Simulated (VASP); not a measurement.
Here is a VASP 6.6.1 calculation.

INCAR

```
SYSTEM = Ti
PREC = Accurate
ENCUT = 500
EDIFF = 1E-6
ISMEAR = -1
SIGMA = 0.05
LREAL = .False.
LASPH = .True.
NELM = 120
ALGO = Normal
ISIF = 2
LWAVE = .False.
LCHARG = .False.
GGA = CA
NBANDS = 12
GGA_COMPAT = .False.
```

KPOINTS

```
regular mesh
0
Gamma
  15 15 15
  0 0 0
```

File POSCAR:

```
Ti
1.0
    0.0000000000      2.0300000000      2.0097000000
    2.0300000000      0.0000000000      2.0097000000
    2.0300000000      2.0300000000      0.0000000000
Ti
1
Direct
    0.0000000000      0.0000000000      0.0000000000
```

Potentials or basis: VASP PAW LDA potentials, release 64 (Ti_sv).

The run is started by

```sh
$ cat potpaw_LDA.64/Ti_sv/POTCAR > POTCAR
$ mpirun -np 1 vasp_std > vasp.out
```

(1) What does it give for the pressure?

(2) What does it give for the band gap on the k mesh?

Answers

(1) -3.9 GPa.

(2) zero (bands 6 and 7 overlap by 1.15 eV).

Caveat: the cell differs from its parent crystal (zz strain of -1 %); the cell stands under tension.
